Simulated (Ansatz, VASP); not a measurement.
## One calculation of BaTiO3, two programs

```
Ba Ti O
1.0
     4.00822    0.00000    0.00000
     0.00000    2.87328    2.88592
     0.00000   -2.87328    2.88592
Ba Ti O
1 1 3
Direct
  0.00000 0.00808 0.00808
  0.50000 0.52042 0.53442
  0.00000 0.49163 0.49163
  0.50000 0.49381 0.98300
  0.50000 0.98300 0.49381
```

Alike in both runs: task single point; functional PBE; k mesh 6 × 6 × 6; occupations gaussian, width 0.05 eV; no spin polarisation; Hubbard terms Ti d U = 4.0 eV.

|  | VASP | Ansatz |
| --- | --- | --- |
| version | VASP 6.6.1 | Ansatz 0.2.0 |
| potentials or method | VASP PAW PBE potentials, release 64 (Ba_sv, Ti_sv, O), cutoff 520 eV | scalar-relativistic, plane waves, PAW |
| valence electrons in the cell | 40 | 40 |

VASP gave:

| Quantity | Value |
| --- | --- |
| gap on the k mesh at the Fermi level (eV) | 2.58 |
| least direct gap on the mesh (eV) | 3.08 |
| pressure (GPa) | 4.8 |
| traceless stress, the component that is largest in VASP (GPa) | -1.47 |
| rms of the force components (eV/Å) | 0.434 |

Question: Which values does Ansatz return?

Answer: gap on the k mesh at the Fermi level (eV): 2.61; least direct gap on the mesh (eV): 3.10; pressure (GPa): 1.2; traceless stress, the component that is largest in VASP (GPa): -1.18; rms of the force components (eV/Å): 0.194.

The programs project onto different local orbitals, so the same U acts differently, and such runs can settle in different states. Atom by atom the forces differ by 0.269 eV/Å (rms over components).

Spin-orbit coupling is off throughout.
